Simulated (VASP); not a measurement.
Set up this calculation in VASP 6.6.1, as the native input.

| Quantity | Value |
| --- | --- |
| Task | relaxation of cell and atoms |
| Functional | BLYP |
| Potentials or basis | VASP PAW PBE potentials, release 64 (Ti_sv) |
| Cutoff | 600 eV |
| k mesh | 11 × 11 × 11 |
| Occupations | fermi-dirac, width 0.05 eV |
| Spin | no spin polarisation |
| Dipole correction | no |
| Further INCAR settings | ALGO = Normal; EDIFF = 1e-06; IBRION = 2; EDIFFG = -0.01; NSW = 60; ISIF = 3 |

The structure of Ti lies in POSCAR:

```
Ti
1.0
    0.0000000000      2.0300000000      2.0300000000
    2.0300000000      0.0000000000      2.0300000000
    2.0300000000      2.0300000000      0.0000000000
Ti
1
Direct
    0.0000000000      0.0000000000      0.0000000000
```

These files were run (other wordings do the same):

INCAR

```
SYSTEM = Ti
PREC = Accurate
ENCUT = 600
EDIFF = 1E-6
ISMEAR = -1
SIGMA = 0.05
LREAL = .FALSE.
LASPH = .TRUE.
NELM = 60
ALGO = Normal
ISIF = 3
LWAVE = .FALSE.
LCHARG = .FALSE.
GGA = B5
ALDAX = 1.0
AGGAX = 1.0
AGGAC = 1.0
ALDAC = 0.0
IBRION = 2
NSW = 60
EDIFFG = -0.01
```

KPOINTS

```
regular mesh
0
G
  11 11 11
  0 0 0
```

Potentials or basis: VASP PAW PBE potentials, release 64 (Ti_sv).

Command:

```bash
$ cat potpaw_PBE.64/Ti_sv/POTCAR > POTCAR
$ mpirun -np 1 vasp_std > vasp.out
```

Results of the run:

```
Relaxed volume                         : 17.74 Å³/atom
Relaxed cell                           : a = 2.928 Å, b = 2.928 Å, c = 2.928 Å, α = 60.00°, β = 60.00°, γ = 60.00°
Space group after relaxing (to 0.05 Å) : Fm-3m (No. 225)
Energy gained by relaxing              : 19.8 meV/atom
Ionic steps                            : 3
Pressure after relaxing                : 0.0 GPa
Band gap on the k mesh                 : zero (band 6 reaches 9.25 eV, above the bottom of band 7 at 8.18 eV)
```

Caveat: the PAW data sets were made with another functional, which shifts forces and pressure a little.

Run time: 61 s on 1 thread of Intel Xeon 6975P-C, on a shared host, peak memory 0.15 GiB.
